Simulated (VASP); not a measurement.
# Al in VASP: single point with r2SCAN

Aim: the single point of Al with r2SCAN.

All numbers are computed with VASP 6.6.1; they aren't measurements. Logs are shortened: lines on timing, memory, paths and dates and some standing lists are left out, and cuts for length are marked.

## Step 1: The cell of the first run

The cell holds a disordered packing, 11 atoms: a = 5.756 Å, b = 6.094 Å, c = 5.695 Å, α = 102.62°, β = 89.99°, γ = 75.01°.

## Step 2: Single point, r2SCAN

POSCAR reads:

```
Al
1.0
    5.7041299117      0.7698895812      0.0318782009
    0.7834455387      6.0081216807     -0.6490399359
    0.0583286317     -0.6584542450      5.6569027725
Al
11
Direct
    0.0453672658      0.6851159471      1.0030020248
    0.5294317486      0.6859129052      1.0008862001
    0.0372652697      0.6980977369      0.4946404652
    0.8675973413      0.3604716682      0.6657013577
    0.8676863101      0.3603601497      0.1656224937
    0.2061402863      0.0317580812      0.8392301641
    0.5292063955      0.6889799956      0.4918946107
    0.2059313717      0.0347882983      0.3302392180
    0.6899875636      0.0356747525      0.3282309715
    0.3676137505      0.3603648867      0.6655821890
    0.6980712288      0.0226597018      0.8365551372
```

INCAR.step1 reads:

```
PREC = Accurate ; ENCUT = 520
ISMEAR = 0 ; SIGMA = 0.1
LREAL = False ; LASPH = True
NELM = 60 ; NBANDS = 28
ISYM = 0 ; GGA = PE
ALGO = Normal ; EDIFF = 1E-4
LWAVE = True ; LCHARG = False
```

INCAR.step2 reads:

```
PREC = Accurate ; ENCUT = 520
EDIFF = 1E-7 ; ISMEAR = 0
SIGMA = 0.1 ; LREAL = False
LASPH = True ; NELM = 60
ALGO = Normal ; ISIF = 2
LWAVE = False ; LCHARG = False
METAGGA = R2SCAN ; LMIXTAU = True
NBANDS = 28 ; ISYM = 0
ISTART = 1
```

KPOINTS reads:

```
Automatic mesh
0
Gamma
  4 4 4
```

Potentials or basis: VASP PAW PBE potentials, release 64 (Al).

Launch:

```
> cat potpaw_PBE.64/Al/POTCAR > POTCAR
> cp INCAR.step1 INCAR
> mpirun -np 1 vasp_std > vasp.out
> cp INCAR.step2 INCAR
> mpirun -np 1 vasp_std > vasp.out
```

OUTCAR:

```text
PREC = Accurate
   ENCUT = 520
   EDIFF = 1E-7
   ISMEAR = 0
   LREAL = False
   LASPH = True
   NELM = 60
   ISIF = 2
   METAGGA = R2SCAN
   ISYM = 0
   ISTART = 1

 ion  position               nearest neighbor table
   1  0.045  0.685  0.003-  10 2.74   5 2.77   3 2.78   2 2.79  11 2.80   4 2.84   6 2.84   8 2.86
                             9 2.86   3 2.91   2 2.97
   2  0.529  0.686  0.001-   5 2.72   6 2.75   4 2.78   8 2.78  10 2.78   1 2.79   7 2.79  11 2.81
                             9 2.86   7 2.90   1 2.97
   3  0.037  0.698  0.495-  10 2.77   1 2.78  11 2.80   9 2.80   8 2.81   7 2.82   4 2.84   5 2.84
                             6 2.87   1 2.91   7 2.94
   4  0.868  0.360  0.666-   7 2.76   6 2.76   2 2.78   8 2.78   1 2.84   9 2.84  11 2.84   3 2.84
                             5 2.85   5 2.85  10 2.88  10 2.88
   5  0.868  0.360  0.166-   8 2.72   2 2.72   7 2.76   6 2.76   9 2.77   1 2.77   3 2.84  11 2.84
                             4 2.85   4 2.85
   6  0.206  0.032  0.839-   2 2.75   5 2.76   4 2.76  10 2.77   8 2.79   7 2.81  11 2.82   1 2.84
                             3 2.87   8 2.90  11 2.94
   7  0.529  0.689  0.492-   8 2.75   5 2.76   4 2.76  10 2.77   2 2.79   6 2.81   3 2.82   9 2.84
                            11 2.87   2 2.90   3 2.94
   8  0.206  0.035  0.330-   5 2.72   7 2.75   2 2.78   4 2.78  10 2.78   9 2.79   6 2.79   3 2.81
                             1 2.86   6 2.90   9 2.97
   9  0.690  0.036  0.328-  10 2.74   5 2.77  11 2.78   8 2.79   3 2.80   4 2.84   7 2.84   2 2.86
                             1 2.86  11 2.91   8 2.97
  10  0.368  0.360  0.666-   1 2.74   9 2.74   3 2.77  11 2.77   6 2.77   7 2.77   8 2.78   2 2.78
                             4 2.88   4 2.88
  11  0.698  0.023  0.837-  10 2.77   9 2.78   3 2.80   1 2.80   2 2.81   6 2.82   4 2.84   5 2.84
                             7 2.87   9 2.91   6 2.94

IMPORTANT INFORMATION: All symmetrisations will be switched off!
NOSYMM: (Re-)initialisation of all symmetry stuff for point group C_1.

----------------------------------------------------------------------------------------

                                     Primitive cell

  volume of cell :     187.9618

  direct lattice vectors                    reciprocal lattice vectors
     5.704129912  0.769889581  0.031878201     0.178546934 -0.023780011 -0.004608962
     0.783445539  6.008121681 -0.649039936    -0.023282293  0.171661767  0.020221214
     0.058328632 -0.658454245  5.656902772    -0.003677435  0.019829474  0.179121216

  length of vectors
     5.755939909  6.093649636  5.695394034     0.180182516  0.174409647  0.180252993

  position of ions in fractional coordinates (direct lattice)
     0.045367266  0.685115947  0.003002025
     0.529431749  0.685912905  0.000886200
     0.037265270  0.698097737  0.494640465
     0.867597341  0.360471668  0.665701358
     0.867686310  0.360360150  0.165622494
     0.206140286  0.031758081  0.839230164
     0.529206395  0.688979996  0.491894611
     0.205931372  0.034788298  0.330239218
     0.689987564  0.035674753  0.328230971
     0.367613750  0.360364887  0.665582189
     0.698071229  0.022659702  0.836555137

  ion indices of the primitive-cell ions
   primitive index   ion index
                 1           1
                 2           2
                 3           3
                 4           4
                 5           5
                 6           6
                 7           7
                 8           8
                 9           9
                10          10
                11          11

----------------------------------------------------------------------------------------

 KPOINTS: Automatic mesh

Automatic generation of k-mesh.
 Grid dimensions read from file:
 generate k-points for:    4    4    4

 Generating k-lattice:

  Cartesian coordinates                     Fractional coordinates (reciprocal lattice)
     0.044636734 -0.005945003 -0.001152240     0.250000000  0.000000000  0.000000000
    -0.005820573  0.042915442  0.005055304     0.000000000  0.250000000  0.000000000
    -0.000919359  0.004957368  0.044780304     0.000000000  0.000000000  0.250000000

  Length of vectors
     0.045045629  0.043602412  0.045063248

  Shift w.r.t. Gamma in fractional coordinates (k-lattice)
     0.000000000  0.000000000  0.000000000

 Subroutine IBZKPT returns following result:
 ===========================================

 Found     36 irreducible k-points:

 Following reciprocal coordinates:
            Coordinates               Weight
  0.000000  0.000000  0.000000      1.000000
  0.250000  0.000000 -0.000000      2.000000
  0.500000  0.000000 -0.000000      1.000000
 -0.000000  0.250000  0.000000      2.000000
  0.250000  0.250000  0.000000      2.000000
  0.500000  0.250000  0.000000      2.000000
[... 16 lines left out ...]
 -0.000000 -0.250000  0.250000      2.000000
  0.250000 -0.250000  0.250000      2.000000
 [... further k-points ...]
   k-points           NKPTS =     36   k-points in BZ     NKDIM =     36   number of bands    NBANDS=     28
   number of dos      NEDOS =    301   number of ions     NIONS =     11
   total plane-waves  NPLWV =  96768
   dimension x,y,z NGX =    48 NGY =   48 NGZ =   42
   dimension x,y,z NGXF=    96 NGYF=   96 NGZF=   84
   ions per type =              11
   NGX,Y,Z   is equivalent  to a cutoff of  13.86, 13.10, 12.26 a.u.
   NGXF,Y,Z  is equivalent  to a cutoff of  27.73, 26.19, 24.52 a.u.
 SYSTEM =  unknown system
   PREC   = accura    normal or accurate (medium, high low for compatibility)
   ISTART =      1    job   : 0-new  1-cont  2-samecut
   ICHARG =      0    charge: 1-file 2-atom 10-const
   ISPIN  =      1    spin polarized calculation?
   LNONCOLLINEAR =      F non collinear calculations
   LSORBIT =      F    spin-orbit coupling
   LASPH  =      T    aspherical Exc in radial PAW
   ENCUT  =  520.0 eV  38.22 Ry    6.18 a.u.  10.70 11.33 10.59*2*pi/ulx,y,z
   NELM   =     60;   NELMIN=  2; NELMDL=  0     # of ELM steps
   EDIFF  = 0.1E-06   stopping-criterion for ELM
   LREAL  =      F    real-space projection
   EDIFFG = 0.1E-05   stopping-criterion for IOM
   NSW    =      0    number of steps for IOM
   IBRION =     -1    ionic relax: 0-MD 1-quasi-New 2-CG
   NFREE  =      0    steps in history (QN), initial steepest desc. (CG)
   ISIF   =      2    stress and relaxation
   ISYM   =      0    0-nonsym 1-usesym 2-fastsym
   POTIM  = 0.5000    time-step for ionic-motion
   TEBEG  =    0.0;   TEEND  =   0.0 temperature during run
   PSTRESS=    0.0 pullay stress
   NELECT =      33.0000    total number of electrons
   NUPDOWN=      -1.0000    fix difference up-down
   EMIN   =  10.00;   EMAX   =-10.00  energy-range for DOS
   EFERMI =   0.00;   METHOD = LEGACY
   ISMEAR =     0;   SIGMA  =   0.10  broadening in eV -4-tet -1-fermi 0-gaus
   EFERMI_NEDOS =   21; number of points for ismear=-14 and -15
   IALGO  =     38    algorithm
   IMIX   =      4    mixing-type and parameters
     AMIX     =   0.40;   BMIX     =  1.00
     AMIX_MAG =   1.60;   BMIX_MAG =  1.00
  volume/ion in A,a.u.               =      17.09       115.31
  Fermi-wavevector in a.u.,A,eV,Ry     =   0.916691  1.732295 11.433280  0.840322
  Thomas-Fermi vector in A             =   2.041575
   LORBIT       =      0    0 simple, 1 ext, 2 COOP (PROOUT), +10 PAW based schemes
   METAGGA = R2SCAN    functional components
   LHFCALC =     F    Hartree Fock is set to
   AEXX    =    0.0000 exact exchange contribution
   IVDW    =     0    specifies the selected vdW correction
   LEPSILON=     F    determine dielectric tensor
   LRPA    =     F    only Hartree local field effects (RPA)
 non-spin polarized calculation
 Gauss-broadening in eV      SIGMA  =   0.10
  energy-cutoff  :      520.00
  volume of cell :      187.96
 maximum number of plane-waves:      5079
 NGX is ok and might be reduce to    48
   NGX = 21   NGY = 23   NGZ = 21

 number of electron      33.0000000 magnetization

 Free energy of the ion-electron system (eV)
  ---------------------------------------------------
  ext. energy  EPLUGINS =         0.00000000
  ---------------------------------------------------
  free energy    TOTEN  =       -73.18665281 eV

  energy without entropy =      -73.16719522  energy(sigma->0) =      -73.17692402

 E-fermi :   7.4691     XC(G=0): -10.6635

 val. band max:        7.4616760736   @ k =   0.5000  -0.0000   0.2500
 cond. band min:       7.4857744027   @ k =   0.2500   0.0000   0.5000
 fundamental gap:      0.0240983291
 Fermi energy:         7.4691475127

 k-point     1 :       0.0000    0.0000    0.0000
  band No.  band energies     occupation
      1      -4.1407      2.00000
      2       0.2733      2.00000
      3       0.4641      2.00000
      4       0.5924      2.00000
      5       0.8012      2.00000
      6       0.9727      2.00000
[... 20 lines left out ...]
     27      13.8584      0.00000
     28      13.8625      0.00000

 k-point     2 :       0.2500    0.0000   -0.0000
  band No.  band energies     occupation
      1      -3.8318      2.00000
      2      -1.3338      2.00000
      3       0.1996      2.00000
      4       1.0811      2.00000
      5       1.1605      2.00000
      6       1.2589      2.00000
[... 20 lines left out ...]
     27      12.1921      0.00000
     28      13.3098      0.00000

 k-point     3 :       0.5000    0.0000   -0.0000
  band No.  band energies     occupation
      1      -3.0793      2.00000
      2      -2.6778      2.00000
      3       0.4624      2.00000
      4       0.5472      2.00000
      5       1.7395      2.00000
      6       1.7874      2.00000
[... 616 lines left out ...]
      3      -0.6497      2.00000
      4       0.1917      2.00000
      5       0.9648      2.00000
      6       1.6428      2.00000
[... 20 lines left out ...]
     27      11.4430      0.00000
     28      11.6520      0.00000

 k-point    24 :       0.2500   -0.2500    0.2500
  band No.  band energies     occupation
      1      -3.2539      2.00000
      2      -1.3557      2.00000
      3      -0.8491      2.00000
      4      -0.2247      2.00000
      5       0.3450      2.00000
      6       1.5507      2.00000
[... 20 lines left out ...]
     27      11.9129      0.00000
     28      12.0581      0.00000

 [... further k-points ...]
[... 5 lines left out ...]
  --------------------------------------------------------------------------------------
  -------------------------------------------------------------------------------------
  Total       -0.5489518     -0.2635745     -0.2595281      0.1676291      0.1470434     -0.0465413
  in kB       -4.6792397     -2.2466972     -2.2122055      1.4288623      1.2533909     -0.3967156
  external PRESSURE =      -3.0460475 kB  Pullay stress =       0.0000000 kB

 VOLUME and BASIS-vectors are now :
 -----------------------------------------------------------------------------
  energy-cutoff  :      520.00
  volume of cell :      187.96
      direct lattice vectors                 reciprocal lattice vectors
     5.704129912  0.769889581  0.031878201     0.178546934 -0.023780011 -0.004608962
     0.783445539  6.008121681 -0.649039936    -0.023282293  0.171661767  0.020221214
     0.058328632 -0.658454245  5.656902772    -0.003677435  0.019829474  0.179121216

 POSITION                                       TOTAL-FORCE (eV/Angst)
 -----------------------------------------------------------------------------------
      0.79571      4.14921     -0.42624         0.000198      0.009082      0.006619
      3.55737      4.52807     -0.42329         0.024133      0.000610      0.009879
      0.78834      3.89725      2.34623        -0.002388      0.014514     -0.006035
      5.27013      2.39538      3.55950         0.002059     -0.002671     -0.002824
      5.24138      2.72406      0.73068        -0.000054      0.000663     -0.000262
      1.24968     -0.20308      4.73340        -0.031835      0.016560      0.003628
      3.58713      4.22302      2.35229         0.030624     -0.016696     -0.002227
      1.22118      0.15011      1.85212        -0.025716      0.001241     -0.008279
      3.98287      0.52943      1.85561        -0.000205     -0.009674     -0.006692
      2.41807      2.00988      3.54296         0.001103      0.000583      0.000101
      4.04844      0.12275      4.73986         0.002080     -0.014212      0.006092
 -----------------------------------------------------------------------------------
    total drift:                                0.000619     -0.000917     -0.000012

  FREE ENERGIE OF THE ION-ELECTRON SYSTEM (eV)
  ---------------------------------------------------
  free  energy   TOTEN  =       -73.1866528130 eV

  energy  without entropy=      -73.1671952231  energy(sigma->0) =      -73.17692402
```

It took 18 min on 1 thread of Intel Xeon 8259CL, shared host; peak memory 0.38 GiB.

What came out:

```
Free energy            : -73.1867 eV
Pressure               : -0.3 GPa
Largest force          : 0.036 eV/Å
Band gap on the k mesh : zero (an odd number of electrons rules out a gap without spin polarisation)
```

Forces on the atoms (eV/Å):
```
Al   0.000  0.009  0.007
Al   0.024  0.001  0.010
Al  -0.002  0.015 -0.006
Al   0.002 -0.003 -0.003
Al   0.000  0.001  0.000
Al  -0.032  0.017  0.004
Al   0.031 -0.017 -0.002
Al  -0.026  0.001 -0.008
Al   0.000 -0.010 -0.007
Al   0.001  0.001  0.000
Al   0.002 -0.014  0.006
```

Stress tensor (GPa, compression positive):
```
-0.47  0.14 -0.04
 0.14 -0.22  0.13
-0.04  0.13 -0.22
```

Caveat: the PAW data sets were made with another functional, which shifts forces and pressure a little.

The gap in the log of VASP goes by the Fermi energy; the results here count the filled bands.